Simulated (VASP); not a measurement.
# KCl (R-3m) in VASP: single point with PBE

Aim: the single point of KCl with PBE.

All numbers are computed with VASP 6.6.1; they aren't measurements. Logs are shortened: lines on timing, memory, paths and dates and some standing lists are left out, and cuts for length are marked.

## (1) The cell of the first run

Symmetry: R-3m, No. 166, trigonal system. The conventional cell has a = 5.127 Å, b = 5.127 Å, c = 6.988 Å, α = 90.00°, β = 90.00°, γ = 120.00°. Within 4.2 Å of K (site symmetry -3m) lie 8 Cl at 3.18 to 3.49 Å and 6 K at 3.77 Å. Within 4.2 Å of Cl (site symmetry -3m) lie 8 K at 3.18 to 3.49 Å and 6 Cl at 3.77 Å.

## (2) Single point, PBE (epitaxial 111 strain -3.9%)

File INCAR:

```
PREC = Accurate
ENCUT = 520
EDIFF = 1E-6
ISMEAR = -1
SIGMA = 0.02
LREAL = False
LASPH = True
NELM = 80
ALGO = Normal
ISIF = 2
LWAVE = False
LCHARG = True
GGA = PE
LELF = True
LVHAR = True
NBANDS = 15
```

File KPOINTS:

```
Automatic mesh
0
Gamma
  8 8 8
```

File POSCAR:

```
KCl
1.0
    3.7617301467      0.1365060709      0.1365060709
    0.1365060709      3.7617301467      0.1365060709
    0.1365060709      0.1365060709      3.7617301467
K Cl
1 1
Direct
    0.0000000000      0.0000000000      0.0000000000
    0.5000000000      0.5000000000      0.5000000000
```

Potentials or basis: VASP PAW PBE potentials, release 64 (K_sv, Cl).

Run with:

```
$ cat potpaw_PBE.64/K_sv/POTCAR potpaw_PBE.64/Cl/POTCAR > POTCAR
$ mpirun -np 1 vasp_std > vasp.out
```

OUTCAR:

```text
PREC = Accurate
   ENCUT = 520
   EDIFF = 1E-6
   ISMEAR = -1
   LREAL = False
   LASPH = True
   NELM = 80
   ISIF = 2
   GGA = PE

 ion  position               nearest neighbor table
   1  0.000  0.000  0.000-   2 3.18   2 3.18   2 3.18   2 3.18   2 3.18   2 3.18
   2  0.500  0.500  0.500-   1 3.18   1 3.18   1 3.18   1 3.18   1 3.18   1 3.18

  LATTYP: Found a trigonal (rhomboedric) cell.
 ALAT       =     3.7666804366
 COS(alpha) =     0.0736989459

  Lattice vectors:

 A1 = (   3.7617301467,   0.1365060709,   0.1365060709)
 A2 = (   0.1365060709,   3.7617301467,   0.1365060709)
 A3 = (   0.1365060709,   0.1365060709,   3.7617301467)

Analysis of symmetry for initial positions (statically):
=====================================================================
 Subroutine PRICEL returns:
 Original cell was already a primitive cell.

 Routine SETGRP: Setting up the symmetry group for a
 trigonal (rhombohedral) supercell.

 Subroutine GETGRP returns: Found 12 space group operations
 (whereof 12 operations were pure point group operations)
 out of a pool of 12 trial point group operations.

The static configuration has the point symmetry D_3d.

Analysis of symmetry for dynamics (positions and initial velocities):
=====================================================================
 Subroutine PRICEL returns:
 Original cell was already a primitive cell.

 Routine SETGRP: Setting up the symmetry group for a
 trigonal (rhombohedral) supercell.

 Subroutine GETGRP returns: Found 12 space group operations
 (whereof 12 operations were pure point group operations)
 out of a pool of 12 trial point group operations.

The dynamic configuration has the point symmetry D_3d.

 Subroutine INISYM returns: Found 12 space group operations
 (whereof 12 operations are pure point group operations),
 and found     1 'primitive' translations

----------------------------------------------------------------------------------------

                                     Primitive cell

  volume of cell :      53.0256

  direct lattice vectors                    reciprocal lattice vectors
     3.761730147  0.136506071  0.136506071     0.266512447 -0.009332571 -0.009332571
     0.136506071  3.761730147  0.136506071    -0.009332571  0.266512447 -0.009332571
     0.136506071  0.136506071  3.761730147    -0.009332571 -0.009332571  0.266512447

  length of vectors
     3.766680437  3.766680437  3.766680437     0.266839049  0.266839049  0.266839049

  position of ions in fractional coordinates (direct lattice)
     0.000000000  0.000000000  0.000000000
     0.500000000  0.500000000  0.500000000

  ion indices of the primitive-cell ions
   primitive index   ion index
                 1           1
                 2           2

----------------------------------------------------------------------------------------

 KPOINTS: Automatic mesh

Automatic generation of k-mesh.
 Grid dimensions read from file:
 generate k-points for:    8    8    8

 Generating k-lattice:

  Cartesian coordinates                     Fractional coordinates (reciprocal lattice)
     0.033314056 -0.001166571 -0.001166571     0.125000000  0.000000000  0.000000000
    -0.001166571  0.033314056 -0.001166571     0.000000000  0.125000000  0.000000000
    -0.001166571 -0.001166571  0.033314056     0.000000000  0.000000000  0.125000000

  Length of vectors
     0.033354881  0.033354881  0.033354881

  Shift w.r.t. Gamma in fractional coordinates (k-lattice)
     0.000000000  0.000000000  0.000000000

 Subroutine IBZKPT returns following result:
 ===========================================

 Found     65 irreducible k-points:

 Following reciprocal coordinates:
            Coordinates               Weight
  0.000000  0.000000  0.000000      1.000000
  0.125000  0.000000  0.000000      6.000000
  0.250000  0.000000  0.000000      6.000000
  0.375000  0.000000  0.000000      6.000000
  0.500000  0.000000  0.000000      3.000000
  0.125000  0.125000  0.000000      6.000000
[... 16 lines left out ...]
  0.250000  0.125000  0.125000      6.000000
  0.375000  0.125000  0.125000      6.000000
 [... further k-points ...]
   k-points           NKPTS =     65   k-points in BZ     NKDIM =     65   number of bands    NBANDS=     15
   number of dos      NEDOS =    301   number of ions     NIONS =      2
   total plane-waves  NPLWV =  21952
   dimension x,y,z NGX =    28 NGY =   28 NGZ =   28
   dimension x,y,z NGXF=    56 NGYF=   56 NGZF=   56
   ions per type =               1   1
   NGX,Y,Z   is equivalent  to a cutoff of  12.36, 12.36, 12.36 a.u.
   NGXF,Y,Z  is equivalent  to a cutoff of  24.72, 24.72, 24.72 a.u.
 SYSTEM =  unknown system
   PREC   = accura    normal or accurate (medium, high low for compatibility)
   ISTART =      0    job   : 0-new  1-cont  2-samecut
   ICHARG =      2    charge: 1-file 2-atom 10-const
   ISPIN  =      1    spin polarized calculation?
   LNONCOLLINEAR =      F non collinear calculations
   LSORBIT =      F    spin-orbit coupling
   LASPH  =      T    aspherical Exc in radial PAW
   ENCUT  =  520.0 eV  38.22 Ry    6.18 a.u.   7.00  7.00  7.00*2*pi/ulx,y,z
   NELM   =     80;   NELMIN=  2; NELMDL= -5     # of ELM steps
   EDIFF  = 0.1E-05   stopping-criterion for ELM
   LREAL  =      F    real-space projection
   EDIFFG = 0.1E-04   stopping-criterion for IOM
   NSW    =      0    number of steps for IOM
   IBRION =     -1    ionic relax: 0-MD 1-quasi-New 2-CG
   NFREE  =      0    steps in history (QN), initial steepest desc. (CG)
   ISIF   =      2    stress and relaxation
   ISYM   =      2    0-nonsym 1-usesym 2-fastsym
   POTIM  = 0.5000    time-step for ionic-motion
   TEBEG  =    0.0;   TEEND  =   0.0 temperature during run
   PSTRESS=    0.0 pullay stress
   NELECT =      16.0000    total number of electrons
   NUPDOWN=      -1.0000    fix difference up-down
   EMIN   =  10.00;   EMAX   =-10.00  energy-range for DOS
   EFERMI =   0.00;   METHOD = LEGACY
   ISMEAR =    -1;   SIGMA  =   0.02  broadening in eV -4-tet -1-fermi 0-gaus
   EFERMI_NEDOS =   21; number of points for ismear=-14 and -15
   IALGO  =     38    algorithm
   IMIX   =      4    mixing-type and parameters
     AMIX     =   0.40;   BMIX     =  1.00
     AMIX_MAG =   1.60;   BMIX_MAG =  1.00
  volume/ion in A,a.u.               =      26.51       178.92
  Fermi-wavevector in a.u.,A,eV,Ry     =   1.098044  2.075002 16.404546  1.205700
  Thomas-Fermi vector in A             =   2.234414
   LORBIT       =      0    0 simple, 1 ext, 2 COOP (PROOUT), +10 PAW based schemes
   GGA     = PE    functional components
   LHFCALC =     F    Hartree Fock is set to
   AEXX    =    0.0000 exact exchange contribution
   IVDW    =     0    specifies the selected vdW correction
   LEPSILON=     F    determine dielectric tensor
   LRPA    =     F    only Hartree local field effects (RPA)
 non-spin polarized calculation
  energy-cutoff  :      520.00
  volume of cell :       53.03
 maximum number of plane-waves:      1454
   NGX = 13   NGY = 13   NGZ = 13

 number of electron      15.9999998 magnetization

 Free energy of the ion-electron system (eV)
  ---------------------------------------------------
  ext. energy  EPLUGINS =         0.00000000
  ---------------------------------------------------
  free energy    TOTEN  =        -6.62795131 eV

  energy without entropy =       -6.62795131  energy(sigma->0) =       -6.62795131

 E-fermi :  -0.1269     XC(G=0):  -8.3469

 val. band max:       -0.5339755857   @ k =   0.5000   0.5000   0.0000
 cond. band min:       4.5701865611   @ k =   0.0000   0.0000   0.0000
 fundamental gap:      5.1041621468
 Fermi energy:        -0.1268587309

 k-point     1 :       0.0000    0.0000    0.0000
  band No.  band energies     occupation
      1     -28.4266      2.00000
      2     -13.2085      2.00000
      3     -11.8081      2.00000
      4     -11.8081      2.00000
      5     -11.8017      2.00000
      6      -0.7745      2.00000
      7      -0.7745      2.00000
      8      -0.6477      2.00000
      9       4.5702      0.00000
     10       6.0427      0.00000
     11       6.0427      0.00000
     12       9.9643      0.00000
     13       9.9643      0.00000
     14      10.7613      0.00000
     15      13.5897      0.00000

 k-point     2 :       0.1250    0.0000    0.0000
  band No.  band energies     occupation
      1     -28.4230      2.00000
      2     -13.2392      2.00000
      3     -11.8027      2.00000
      4     -11.8019      2.00000
      5     -11.7770      2.00000
      6      -1.0599      2.00000
      7      -0.7907      2.00000
      8      -0.6787      2.00000
      9       4.9512      0.00000
     10       6.1809      0.00000
     11       6.3849      0.00000
     12       9.9730      0.00000
     13      10.0486      0.00000
     14      10.6519      0.00000
     15      12.9444      0.00000

 k-point     3 :       0.2500    0.0000    0.0000
  band No.  band energies     occupation
      1     -28.4142      2.00000
      2     -13.3132      2.00000
      3     -11.8036      2.00000
      4     -11.7869      2.00000
      5     -11.7001      2.00000
      6      -1.6981      2.00000
      7      -0.8304      2.00000
      8      -0.6797      2.00000
      9       5.8284      0.00000
     10       6.5792      0.00000
     11       7.2076      0.00000
     12      10.0367      0.00000
     13      10.1419      0.00000
     14      10.5913      0.00000
     15      11.6654      0.00000

 k-point     4 :       0.3750    0.0000    0.0000
  band No.  band energies     occupation
      1     -28.4053      2.00000
      2     -13.3871      2.00000
      3     -11.8029      2.00000
      4     -11.7719      2.00000
      5     -11.6200      2.00000
      6      -2.2348      2.00000
      7      -0.8709      2.00000
      8      -0.6759      2.00000
      9       6.8462      0.00000
     10       7.1542      0.00000
     11       7.9085      0.00000
     12      10.0592      0.00000
     13      10.0874      0.00000
     14      10.6011      0.00000
     15      10.8513      0.00000
[... 307 lines left out ...]
 k-point    22 :       0.1250    0.1250    0.1250
  band No.  band energies     occupation
      1     -28.4163      2.00000
      2     -13.2134      2.00000
      3     -11.8359      2.00000
      4     -11.8359      2.00000
      5     -11.7518      2.00000
      6      -1.0141      2.00000
      7      -0.9683      2.00000
      8      -0.9683      2.00000
      9       5.5398      0.00000
     10       6.6205      0.00000
     11       6.6205      0.00000
     12       9.6237      0.00000
     13       9.6237      0.00000
     14      10.2413      0.00000
     15      12.8739      0.00000

 k-point    23 :       0.2500    0.1250    0.1250
  band No.  band energies     occupation
      1     -28.4078      2.00000
      2     -13.2286      2.00000
      3     -11.8524      2.00000
      4     -11.8187      2.00000
      5     -11.7427      2.00000
      6      -1.5731      2.00000
      7      -1.0073      2.00000
      8      -0.8779      2.00000
      9       6.2447      0.00000
     10       6.8622      0.00000
     11       7.3298      0.00000
     12       9.3902      0.00000
     13       9.5609      0.00000
     14       9.7739      0.00000
     15      12.8165      0.00000

 k-point    24 :       0.3750    0.1250    0.1250
  band No.  band energies     occupation
      1     -28.3991      2.00000
      2     -13.2765      2.00000
      3     -11.8227      2.00000
      4     -11.8028      2.00000
      5     -11.7350      2.00000
      6      -2.0808      2.00000
      7      -1.0487      2.00000
      8      -0.8034      2.00000
      9       7.0714      0.00000
     10       7.2740      0.00000
     11       7.6871      0.00000
     12       9.3719      0.00000
     13       9.5763      0.00000
     14       9.9466      0.00000
     15      11.8763      0.00000

 [... further k-points ...]

------------------------ aborting loop because EDIFF is reached ----------------------------------------

  FORCE on cell =-STRESS in cart. coord.  units (eV):
  Direction    XX          YY          ZZ          XY          YZ          ZX
  --------------------------------------------------------------------------------------
  -------------------------------------------------------------------------------------
  Total        0.5694936      0.5694936      0.5694936     -0.0872612     -0.0872612     -0.0872612
  in kB       17.2073463     17.2073463     17.2073463     -2.6366107     -2.6366107     -2.6366107
  external PRESSURE =      17.2073463 kB  Pullay stress =       0.0000000 kB

 VOLUME and BASIS-vectors are now :
 -----------------------------------------------------------------------------
  energy-cutoff  :      520.00
  volume of cell :       53.03
      direct lattice vectors                 reciprocal lattice vectors
     3.761730147  0.136506071  0.136506071     0.266512447 -0.009332571 -0.009332571
     0.136506071  3.761730147  0.136506071    -0.009332571  0.266512447 -0.009332571
     0.136506071  0.136506071  3.761730147    -0.009332571 -0.009332571  0.266512447

 POSITION                                       TOTAL-FORCE (eV/Angst)
 -----------------------------------------------------------------------------------
      0.00000      0.00000      0.00000        -0.000000      0.000000      0.000000
      2.01737      2.01737      2.01737         0.000000     -0.000000      0.000000
 -----------------------------------------------------------------------------------
    total drift:                                0.000000      0.000000      0.000000

  FREE ENERGIE OF THE ION-ELECTRON SYSTEM (eV)
  ---------------------------------------------------
  free  energy   TOTEN  =        -6.6279513122 eV

  energy  without entropy=       -6.6279513122  energy(sigma->0) =       -6.62795131
```

Run time: 54 s. Hardware: 1 thread of AMD EPYC 7R43 (Zen 3), shared host; peak memory 0.15 GiB.

Results:

```
Free energy            : -6.6280 eV
Pressure               : 1.7 GPa
Band gap on the k mesh : 5.10 eV (least direct gap 5.22 eV)
```

Stress tensor (GPa, compression positive):
```
 1.72 -0.26 -0.26
-0.26  1.72 -0.26
-0.26 -0.26  1.72
```

Caveat: the cell differs from its parent crystal (epitaxial 111 strain -3.9%).
